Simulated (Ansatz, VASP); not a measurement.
**GaO: VASP beside Ansatz**

```
CELL_PARAMETERS angstrom
3.43270 0.00000 0.00000
-1.71635 2.97281 0.00000
0.00000 0.00000 6.78068
ATOMIC_POSITIONS crystal
Ga 0.33333 0.66667 0.25000
Ga 0.66667 0.33333 0.75000
O 0.33333 0.66667 0.75000
O 0.66667 0.33333 0.25000
```

Change from the starting cell: species swapped into the BN type (P6_3/mmc, No. 194).

Alike in both runs: functional PBE; k mesh 6 × 6 × 2; occupations gaussian, width 0.1 eV; no spin polarisation.

Ansatz relaxed the structure, and its values are those at the end. VASP's run is a single point on that final structure, the one shown.

|  | VASP | Ansatz |
| --- | --- | --- |
| version | VASP 6.6.1 | Ansatz 0.2.0 |
| potentials or method | VASP PAW PBE potentials, release 64 (Ga_d, O), cutoff 520 eV | scalar-relativistic, plane waves, PAW |
| valence electrons in the cell | 38 | 38 |

|  | VASP | Ansatz | Ansatz less VASP |
| --- | --- | --- | --- |
| gap on the k mesh at the Fermi level (eV) | none | none | - |
| pressure (GPa) | 0.2 | -0.1 | -0.37 |

A gap of «none» marks a metal or a gap that the smearing closes. The functional is the same, so the differences come from potentials, cutoffs and numerics.

The k mesh is coarse, so the values compare programs but aren't converged.
